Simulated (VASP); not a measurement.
# NaTi2B6 (Fm-3m) in VASP: a series of runs, part 3 of 3

VASP 6.6.1. Earlier steps stand in the parts before.

## 5. Relaxation of cell and atoms, PBE

This run uses another cell than the first one, of 9.22 Å³/atom.

INCAR reads:

```
SYSTEM = NaTi2B6
ALGO = Normal
EDIFF = 1E-7
EDIFFG = -0.04
ENCUT = 600
GGA = PE
IBRION = 2
ISIF = 3
ISMEAR = 0
LASPH = .True.
LCHARG = .False.
LREAL = .False.
LWAVE = .False.
NELM = 100
NSW = 90
PREC = Accurate
SIGMA = 0.1
```

KPOINTS reads:

```
k-points
0
Gamma
  4 4 4
  0 0 0
```

POSCAR reads:

```
NaTi2B6
1.0
    0.0000000000      3.4617394200      3.4617394200
    3.4617394200      0.0000000000      3.4617394200
    3.4617394200      3.4617394200      0.0000000000
Na Ti B
1 2 6
Direct
    0.0000000000      0.0000000000      0.0000000000
    0.2500000000      0.2500000000      0.2500000000
    0.7500000000      0.7500000000      0.7500000000
    0.7650354200      0.2349645800      0.2349645800
    0.2349645800      0.7650354200      0.7650354200
    0.2349645800      0.7650354200      0.2349645800
    0.7650354200      0.2349645800      0.7650354200
    0.2349645800      0.2349645800      0.7650354200
    0.7650354200      0.7650354200      0.2349645800
```

Potentials or basis: VASP PAW PBE potentials, release 64 (Na_pv, Ti_sv, B).

On the command line:

```bash
$ cat potpaw_PBE.64/Na_pv/POTCAR potpaw_PBE.64/Ti_sv/POTCAR potpaw_PBE.64/B/POTCAR > POTCAR
$ mpirun -np 1 vasp_std > vasp.out
```

OUTCAR:

```text
SYSTEM = NaTi2B6
   EDIFF = 1E-7
   EDIFFG = -0.04
   ENCUT = 600
   GGA = PE
   IBRION = 2
   ISIF = 3
   ISMEAR = 0
   LASPH = .True.
   LREAL = .False.
   NELM = 100
   NSW = 90
   PREC = Accurate

 ion  position               nearest neighbor table
   1  0.000  0.000  0.000-   4 1.63   5 1.63   6 1.63   7 1.63   8 1.63   9 1.63
   2  0.250  0.250  0.250-   4 2.45   9 2.45   6 2.45   9 2.45   8 2.45   4 2.45   6 2.45   8 2.45
                             7 2.45   5 2.45   5 2.45   7 2.45
   3  0.750  0.750  0.750-   5 2.45   7 2.45   9 2.45   9 2.45   7 2.45   8 2.45   5 2.45   8 2.45
                             4 2.45   4 2.45   6 2.45   6 2.45
   4  0.765  0.235  0.235-   1 1.63   2 2.45   2 2.45   3 2.45   3 2.45
   5  0.235  0.765  0.765-   1 1.63   3 2.45   3 2.45   2 2.45   2 2.45
   6  0.235  0.765  0.235-   1 1.63   2 2.45   2 2.45   3 2.45   3 2.45
   7  0.765  0.235  0.765-   1 1.63   3 2.45   3 2.45   2 2.45   2 2.45
   8  0.235  0.235  0.765-   1 1.63   3 2.45   3 2.45   2 2.45   2 2.45
   9  0.765  0.765  0.235-   1 1.63   3 2.45   3 2.45   2 2.45   2 2.45

  LATTYP: Found a face centered cubic cell.
 ALAT       =     6.9234788400

  Lattice vectors:

 A1 = (   0.0000000000,   3.4617394200,   3.4617394200)
 A2 = (   3.4617394200,   0.0000000000,   3.4617394200)
 A3 = (   3.4617394200,   3.4617394200,   0.0000000000)

Analysis of symmetry for initial positions (statically):
[... 177 lines left out ...]
  --------------------------------------------------------------------------------------
  -------------------------------------------------------------------------------------
  Total       20.1028460     20.1028460     20.1028460      0.0000000     -0.0000000      0.0000000
  in kB      388.1995368    388.1995368    388.1995368      0.0000000     -0.0000000      0.0000000
  external PRESSURE =     388.1995368 kB  Pullay stress =       0.0000000 kB
[... 110 lines left out ...]
  FREE ENERGIE OF THE ION-ELECTRON SYSTEM (eV)
  ---------------------------------------------------
  free  energy   TOTEN  =       -51.0866529047 eV

  energy  without entropy=      -51.0390128461  energy(sigma->0) =      -51.06283288

[... ionic steps 4 to 10 ...]

--------------------------------------- Ionic step       11  -------------------------------------------

 number of electron      49.0000008 magnetization

------------------------ aborting loop because EDIFF is reached ----------------------------------------
[... 81 lines left out ...]
--------------------------------------- Ionic step       13  -------------------------------------------

 number of electron      49.0000007 magnetization

 Free energy of the ion-electron system (eV)
  ---------------------------------------------------
  ext. energy  EPLUGINS =         0.00000000
  ---------------------------------------------------
  free energy    TOTEN  =       -55.34218086 eV

  energy without entropy =      -55.31188203  energy(sigma->0) =      -55.32703145

 E-fermi :   7.4058     XC(G=0): -11.6906

 val. band max:        7.3682650946   @ k =   0.5000   0.2500   0.0000
 cond. band min:       7.4074472502   @ k =  -0.2500   0.2500   0.0000
 fundamental gap:      0.0391821556
 Fermi energy:         7.4058193348

 k-point     1 :       0.0000    0.0000    0.0000
  band No.  band energies     occupation
      1     -49.9060      2.00000
      2     -49.8945      2.00000
      3     -26.1850      2.00000
      4     -26.1850      2.00000
      5     -26.1850      2.00000
      6     -26.1381      2.00000
[... 281 lines left out ...]
  FREE ENERGIE OF THE ION-ELECTRON SYSTEM (eV)
  ---------------------------------------------------
  free  energy   TOTEN  =       -55.3421808591 eV

  energy  without entropy=      -55.3118820326  energy(sigma->0) =      -55.32703145

 reached required accuracy - stopping structural energy minimisation
```

OSZICAR:

```text
N       E                     dE             d eps       ncg     rms          rms(c)
DAV:   1     0.581648619548E+03    0.58165E+03   -0.26488E+04   464   0.218E+03
DAV:   2     0.366148136090E+02   -0.54503E+03   -0.53329E+03   464   0.592E+02
DAV:   3    -0.359276833172E+02   -0.72542E+02   -0.70326E+02   734   0.177E+02
[... 191 lines left out ...]
DAV:   6    -0.553421644899E+02   -0.92253E-04   -0.21066E-04   703   0.804E-02    0.198E-02
DAV:   7    -0.553421816336E+02   -0.17144E-04   -0.66467E-05   793   0.354E-02    0.670E-03
DAV:   8    -0.553421806125E+02    0.10211E-05   -0.32691E-06   581   0.125E-02    0.342E-03
DAV:   9    -0.553421808674E+02   -0.25493E-06   -0.39213E-07   562   0.364E-03    0.745E-04
DAV:  10    -0.553421808591E+02    0.82437E-08   -0.10728E-07   337   0.179E-03
  13 F= -.55342181E+02 E0= -.55327031E+02  d E =-.620823E-02
```

CONTCAR:

```text
NaTi2B6
   1.00000000000000
     0.0000000000000000    3.5181925494042399    3.5181925494042399
     3.5181925494042399    0.0000000000000000    3.5181925494042399
     3.5181925494042399    3.5181925494042399   -0.0000000000000000
  Na              Ti              B
     1     2     6
Direct
     0.0000000000000000    0.0000000000000000    0.0000000000000000
     0.2500000000000000    0.2500000000000000    0.2500000000000000
     0.7500000000000000    0.7500000000000000    0.7500000000000000
     0.6765103813252392    0.3234896186747607    0.3234896186747607
     0.3234896186747607    0.6765103813252392    0.6765103813252392
     0.3234896186747607    0.6765103813252392    0.3234896186747607
     0.6765103813252392    0.3234896186747607    0.6765103813252392
     0.3234896186747607    0.3234896186747607    0.6765103813252391
     0.6765103813252391    0.6765103813252391    0.3234896186747606

  0.00000000E+00  0.00000000E+00  0.00000000E+00
  0.00000000E+00  0.00000000E+00  0.00000000E+00
  0.00000000E+00  0.00000000E+00  0.00000000E+00
  0.00000000E+00  0.00000000E+00  0.00000000E+00
  0.00000000E+00  0.00000000E+00  0.00000000E+00
  0.00000000E+00  0.00000000E+00  0.00000000E+00
  0.00000000E+00  0.00000000E+00  0.00000000E+00
  0.00000000E+00  0.00000000E+00  0.00000000E+00
  0.00000000E+00  0.00000000E+00  0.00000000E+00
```

Run time: 3.9 min. Hardware: 1 thread of Intel Xeon 6975P-C (Granite Rapids), shared host; peak memory 0.25 GiB.

Results:

| Item | Value |
| --- | --- |
| Free energy | -55.3422 eV |
| Relaxed volume | 9.68 Å³/atom |
| Relaxed cell | a = 4.975 Å, b = 4.975 Å, c = 4.975 Å, α = 60.00°, β = 60.00°, γ = 60.00° |
| Space group after relaxing (to 0.1 Å) | Fm-3m (No. 225) |
| Energy gained by relaxing | 2461.0 meV/atom |
| Ionic steps | 13 |
| Pressure after relaxing | -0.3 GPa |
| Largest force after relaxing | 0.039 eV/Å |
| Band gap on the k mesh | zero (an odd number of electrons rules out a gap without spin polarisation) |

Forces in eV/Å, atoms in the order of the input:
```
Na   0.000  0.000  0.000
Ti   0.000  0.000  0.000
Ti   0.000  0.000  0.000
B   -0.039  0.000  0.000
B    0.039  0.000  0.000
B    0.000 -0.039  0.000
B    0.000  0.039  0.000
B    0.000  0.000 -0.039
B    0.000  0.000  0.039
```

Step by step:
```tsv
step	energy change (eV)	largest force (eV/Å)	pressure (GPa)	volume (Å³)
1	0.0000	10.3907	38.82	82.97
2	-17.5025	3.3959	-28.60	112.78
3	-17.8935	2.9464	-29.19	116.40
4	-18.1324	1.7201	-27.23	123.87
5	-18.1314	2.3197	-28.59	120.48
6	-15.0676	13.9979	39.21	89.67
7	-20.8504	1.3915	-12.92	104.61
8	-20.8536	1.5252	-12.35	104.31
9	-22.0062	0.3689	-6.42	92.23
10	-22.1435	0.2471	-1.48	87.36
11	-22.1429	0.2028	-1.86	87.68
12	-22.1377	0.3810	1.91	86.32
13	-22.1491	0.0390	-0.29	87.09
```

Final structure:
```xyz
9
Lattice="0.0000 3.5182 3.5182 3.5182 0.0000 3.5182 3.5182 3.5182 0.0000" Properties=species:S:1:pos:R:3 pbc="T T T"
Na    0.0000    0.0000    0.0000
Ti    1.7591    1.7591    1.7591
Ti    5.2773    5.2773    5.2773
B     2.2762    3.5182    3.5182
B     4.7602    3.5182    3.5182
B     3.5182    2.2762    3.5182
B     3.5182    4.7602    3.5182
B     3.5182    3.5182    2.2762
B     3.5182    3.5182    4.7602
```

Levels at points of the mesh, in eV from the Fermi level:
```tsv
k point	band 20	band 21	band 22	band 23	band 24	band 25	band 26	band 27	band 28	band 29
(0.00, 0.00, 0.00)	-3.41	-3.41	-1.79	-1.79	-1.79	1.08	1.08	1.08	1.80	1.80
(0.50, 0.00, 0.00)	-3.30	-3.02	-3.02	-1.21	-1.21	0.52	0.52	1.50	1.50	1.66
(0.50, 0.50, 0.00)	-3.34	-1.86	-1.86	-1.86	-0.83	-0.61	1.05	1.57	1.57	1.60
```

Caveat: the k points lie up to 0.39 Å⁻¹ apart in the final cell, too coarse for converged energies and pressures of a metal.

## 6. Overview

```tsv
task	cell	k mesh	cutoff (eV)	gap on the mesh (eV)	pressure (GPa)	relaxed volume (Å³/atom)	largest force (eV/Å)
single point	a = 4.971 Å, angles 60.0°, 9 atoms, atomic positions A	10 × 10 × 10	520	none	0.3	-	0.01
relaxation of cell and atoms	relaxed from a = 4.968 Å, angles 60.0°, 9 atoms, atomic positions B	10 × 10 × 10	600	none	-0.2	9.67	-
single point	a = 4.968 Å, angles 60.0°, 9 atoms, atomic positions B	4 × 4 × 4	520	none	0.4	-	0.03
relaxation of cell and atoms	relaxed from a = 4.896 Å, angles 60.0°, 9 atoms, atomic positions C	4 × 4 × 4	600	none	-0.3	9.68	0.04
```

Alike in all rows: level PBE; potentials or basis VASP PAW PBE potentials, release 64 (Na_pv, Ti_sv, B); no spin polarisation; smearing gaussian 0.1 eV.

Caveats: some runs use coarse meshes.

Total energies depend on the potentials used, so only differences within one code and one set of settings carry meaning.

The gap in the log of VASP goes by the Fermi energy; the results here count the filled bands.